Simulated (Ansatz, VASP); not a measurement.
Two plane-wave programs on Si3Ge

```
Si Ge
1.0
     3.91238    0.00000    0.00000
     0.00000    3.91238    0.00000
     0.00000    0.00000    5.53206
Si Ge
3 1
Direct
  0.00000 0.50000 0.74413
  0.50000 0.00000 0.25587
  0.50000 0.50000 0.50000
  0.00000 0.00000 0.00000
```

Alike in both runs: functional PBE; k mesh 10 × 10 × 6; no spin polarisation.

Ansatz relaxed the structure, and its values are those at the end. VASP's run is a single point on that final structure, the one shown.

|  | VASP | Ansatz |
| --- | --- | --- |
| version | VASP 6.6.1 | Ansatz 0.2.0 |
| potentials or method | VASP PAW PBE potentials, release 64 (Si, Ge_d), cutoff 500 eV | scalar-relativistic, plane waves, PAW |
| occupations | gaussian, width 0.01 eV | fixed |
| valence electrons in the cell | 26 | 26 |

```tsv
	VASP	Ansatz	Ansatz less VASP
gap on the k mesh at the Fermi level (eV)	0.38	0.38	-0.002
least direct gap on the mesh (eV)	0.68	0.68	-0.003
pressure (GPa)	-0.1	0.0	+0.13
```
